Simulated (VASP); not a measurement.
# AlN (klda) (F-43m) in VASP: vibrations by perturbation theory with LDA

Aim: the vibrations by perturbation theory of AlN (klda) with LDA.

Program: VASP 6.6.1. These are calculated values, not measurements. Logs are shortened: lines on timing, memory, paths and dates and some standing lists are left out, and cuts for length are marked.

## 1. The cell of the first run

It takes space group F-43m (No. 216, cubic). Conventional cell: a = 4.342 Å, b = 4.342 Å, c = 4.342 Å, α = 90.00°, β = 90.00°, γ = 90.00°. Within 2.5 Å of Al (site symmetry -43m) lie 4 N at 1.88 Å. Within 2.5 Å of N (site symmetry -43m) lie 4 Al at 1.88 Å.

## 2. Vibrations by perturbation theory, LDA

Contents of INCAR:

```
SYSTEM = AlN
ALGO     = Normal         ! electronic algorithm
EDIFF    = 1E-8           ! SCF threshold, eV
ENCUT    = 520            ! plane-wave cutoff, eV
IBRION   = 8              ! ionic algorithm
ISIF     = 2              ! what is computed and relaxed
ISMEAR   = 0              ! smearing method
LASPH    = .TRUE.         ! aspherical terms in the spheres
LCHARG   = .TRUE.         ! write CHGCAR
LEPSILON = .TRUE.         ! dielectric tensor by DFPT
LREAL    = .FALSE.        ! projectors in reciprocal space
LWAVE    = .FALSE.        ! write WAVECAR
NELM     = 60             ! most SCF steps
NSW      = 1              ! ionic steps
PREC     = Accurate       ! precision mode
SIGMA    = 0.01           ! smearing width, eV
```

Contents of KPOINTS:

```
k-points
0
G
  10 10 10
  0 0 0
```

Contents of POSCAR:

```
AlN
1.0
    0.0000000000      2.1710505102      2.1710505102
    2.1710505102      0.0000000000      2.1710505102
    2.1710505102      2.1710505102      0.0000000000
Al N
1 1
Direct
    0.0000000000      0.0000000000      0.0000000000
    0.2500000000      0.2500000000      0.2500000000
```

Potentials or basis: VASP PAW LDA potentials, release 64 (Al, N).

Command:

```console
$ cat potpaw_LDA.64/Al/POTCAR potpaw_LDA.64/N/POTCAR > POTCAR
$ mpirun -np 1 vasp_std > vasp.out
```

OUTCAR:

```text
SYSTEM = AlN
   EDIFF = 1E-8
   ENCUT = 520
   IBRION = 8
   ISIF = 2
   ISMEAR = 0
   LASPH = .TRUE.
   LEPSILON = .TRUE.
   LREAL = .FALSE.
   NELM = 60
   NSW = 1
   PREC = Accurate

 ion  position               nearest neighbor table
   1  0.000  0.000  0.000-   2 1.88   2 1.88   2 1.88   2 1.88
   2  0.250  0.250  0.250-   1 1.88   1 1.88   1 1.88   1 1.88

  LATTYP: Found a face centered cubic cell.
 ALAT       =     4.3421010204

  Lattice vectors:

 A1 = (   0.0000000000,   2.1710505102,   2.1710505102)
 A2 = (   2.1710505102,   0.0000000000,   2.1710505102)
 A3 = (   2.1710505102,   2.1710505102,   0.0000000000)

Analysis of symmetry for initial positions (statically):
=====================================================================
 Subroutine PRICEL returns:
 Original cell was already a primitive cell.

 Routine SETGRP: Setting up the symmetry group for a
 face centered cubic supercell.

 Subroutine GETGRP returns: Found 24 space group operations
 (whereof 24 operations were pure point group operations)
 out of a pool of 48 trial point group operations.

The static configuration has the point symmetry T_d .

Analysis of symmetry for dynamics (positions and initial velocities):
=====================================================================
 Subroutine PRICEL returns:
 Original cell was already a primitive cell.

 Routine SETGRP: Setting up the symmetry group for a
 face centered cubic supercell.

 Subroutine GETGRP returns: Found 24 space group operations
 (whereof 24 operations were pure point group operations)
 out of a pool of 48 trial point group operations.

The dynamic configuration has the point symmetry T_d .

 Subroutine INISYM returns: Found 24 space group operations
 (whereof 24 operations are pure point group operations),
 and found     1 'primitive' translations

[... 494 lines left out ...]
    -0.00807  0.00000  0.00000
     0.00000  0.00442 -9.67445
     0.00000 -9.67445  0.00442

 MACROSCOPIC STATIC DIELECTRIC TENSOR (including local field effects in DFT)
 ------------------------------------------------------
           4.540713     0.000000     0.000000
           0.000000     4.540713    -0.000000
           0.000000     0.000000     4.540713
 ------------------------------------------------------

 PIEZOELECTRIC TENSOR (including local field effects)  for field in x, y, z        (e  Angst)
          XX          YY          ZZ          XY          YZ          ZX
  --------------------------------------------------------------------------------
  x     0.00000    -0.00000    -0.00000     0.00000    -0.77760     0.00000
  y     0.00000     0.00000     0.00000     0.00000     0.00000    -0.77760
  z    -0.00000    -0.00000     0.00000    -0.77760     0.00000     0.00000

 PIEZOELECTRIC TENSOR (including local field effects)  for field in x, y, z        (C/m^2)
          XX          YY          ZZ          XY          YZ          ZX
  --------------------------------------------------------------------------------
  x     0.00000    -0.00000    -0.00000     0.00000    -0.60873     0.00000
  y     0.00000     0.00000     0.00000     0.00000     0.00000    -0.60873
  z    -0.00000    -0.00000     0.00000    -0.60873     0.00000     0.00000

 BORN EFFECTIVE CHARGES (including local field effects) (in |e|, cummulative output)
 ---------------------------------------------------------------------------------
 ion    1
    1     2.52981     0.00000     0.00000
    2     0.00000     2.52981     0.00000
    3    -0.00000     0.00000     2.52981
 ion    2
    1    -2.52981     0.00000     0.00000
    2    -0.00000    -2.52981    -0.00000
    3     0.00000     0.00000    -2.52981

 INTERNAL STRAIN TENSOR FOR ION    2 for displacements in x,y,z  (eV/Angst):
          X           Y           Z          XY          YZ          ZX
  --------------------------------------------------------------------------------
  x     0.00000     0.00000    -0.00000     0.00000    -9.67445     0.00000
  y     0.00000    -0.00000    -0.00000     0.00000     0.00000    -9.67445
  z     0.00000    -0.00000     0.00000    -9.67445     0.00000     0.00000

 SECOND DERIVATIVES (NOT SYMMETRIZED)
 ------------------------------------
               1X          1Y          1Z          2X          2Y          2Z
  1X   -15.244169    0.000000    0.000000   15.244169    0.000000    0.000000
  1Y     0.000000  -15.244169    0.000000    0.000000   15.244169    0.000000
  1Z     0.000000    0.000000  -15.244169    0.000000    0.000000   15.244169
  2X    15.246544    0.000000    0.000000  -15.246544    0.000000    0.000000
  2Y     0.000000   15.246544    0.000000    0.000000  -15.246544    0.000000
  2Z     0.000000    0.000000   15.246544    0.000000    0.000000  -15.246544

 Eigenvectors and eigenvalues of the dynamical matrix
 ----------------------------------------------------

   1 f  =   20.105409 THz   126.326009 2PiTHz  670.644247 cm-1    83.149252 meV
             X         Y         Z           dx          dy          dz
      0.000000  0.000000  0.000000     0.000000    0.000000   -0.584468
      1.085525  1.085525  1.085525     0.000000   -0.000000    0.811417
[... 21 lines left out ...]
   6 f/i=    0.000743 THz     0.004667 2PiTHz    0.024778 cm-1     0.003072 meV
             X         Y         Z           dx          dy          dz
      0.000000  0.000000  0.000000    -0.632417   -0.174855    0.477358
      1.085525  1.085525  1.085525    -0.455534   -0.125949    0.343844

--------------------------------------------------------------------------------------------------------

 MACROSCOPIC STATIC DIELECTRIC TENSOR IONIC CONTRIBUTION
 ------------------------------------------------------
           3.711633    -0.000000     0.000000
          -0.000000     3.711633    -0.000000
           0.000000    -0.000000     3.711633
 ------------------------------------------------------

 ELASTIC MODULI CONTR FROM IONIC RELAXATION (kBar)
 Direction    XX          YY          ZZ          XY          YZ          ZX
 --------------------------------------------------------------------------------
 XX          -0.0000     -0.0000      0.0000      0.0000      0.0000      0.0000
 YY          -0.0000     -0.0000      0.0000     -0.0000      0.0000     -0.0000
 ZZ           0.0000      0.0000     -0.0000      0.0000     -0.0000     -0.0000
 XY           0.0000     -0.0000      0.0000   -451.8182     -0.0000      0.0000
 YZ           0.0000      0.0000     -0.0000     -0.0000   -451.8182     -0.0000
 ZX           0.0000     -0.0000     -0.0000      0.0000      0.0000   -451.8182
 --------------------------------------------------------------------------------

 PIEZOELECTRIC TENSOR IONIC CONTR  for field in x, y, z        (C/m^2)
          XX          YY          ZZ          XY          YZ          ZX
  --------------------------------------------------------------------------------
  x    -0.00000    -0.00000     0.00000     0.00000     1.21853    -0.00000
  y    -0.00000     0.00000     0.00000    -0.00000    -0.00000     1.21853
  z    -0.00000     0.00000    -0.00000     1.21853     0.00000    -0.00000
```

stdout:

```text
POSCAR found type information on POSCAR AlN
 POSCAR found :  2 types and       2 ions
 scaLAPACK will be used
 LDA part: xc-table for (Slater(with rela. corr.)+CA(PZ))
 , standard interpolation
 POSCAR, INCAR and KPOINTS ok, starting setup
 FFT: planning ... GRIDC
 FFT: planning ... GRID_SOFT
 FFT: planning ... GRID
[... 24 lines left out ...]
 Linear response to external field, progress :
  Direction:   3
 dielectric tensor                  component  3 :     0.430     0.638     4.541
 Linear response DOF=           2
 Linear response progress:
 first order change of Fermi-energy  -0.22885E-01
 force on displaced ion       1 direction 1 : -15.244   0.000   0.000
 Born effective charge ion    1 direction 1 :   2.530   0.000   0.000
 Linear response progress:
 first order change of Fermi-energy   0.23202E-01
 force on displaced ion       2 direction 1 : -15.247   0.000   0.000
 Born effective charge ion    2 direction 1 :  -2.530   0.000   0.000
 Born effective charges drift removed
 Linear response finished
```

It took 83 s on 1 thread of Intel Xeon Platinum 8488C (Sapphire Rapids), shared host; peak memory 0.19 GiB.

Results:

| Property | Result |
| --- | --- |
| Electronic dielectric tensor (diagonal) | 4.54 |
| Born charges (mean of the diagonal) | Al +2.53; N -2.53 e |
| Highest phonon frequency at Γ, LO-TO splitting left out | 671 cm⁻¹ |

Phonon frequencies in cm⁻¹ (negative: imaginary):
| q point | frequencies |
| --- | --- |
| (0.000, 0.000, 0.000) | 0 0 0 671 671 671 |

Electronic dielectric tensor:
```
4.54 0.00 0.00
0.00 4.54 0.00
0.00 0.00 4.54
```

Born effective charge tensors (e):
atom 1, Al
```
2.53 0.00 0.00
0.00 2.53 0.00
0.00 0.00 2.53
```
atom 2, N
```
-2.53  0.00  0.00
 0.00 -2.53  0.00
 0.00  0.00 -2.53
```
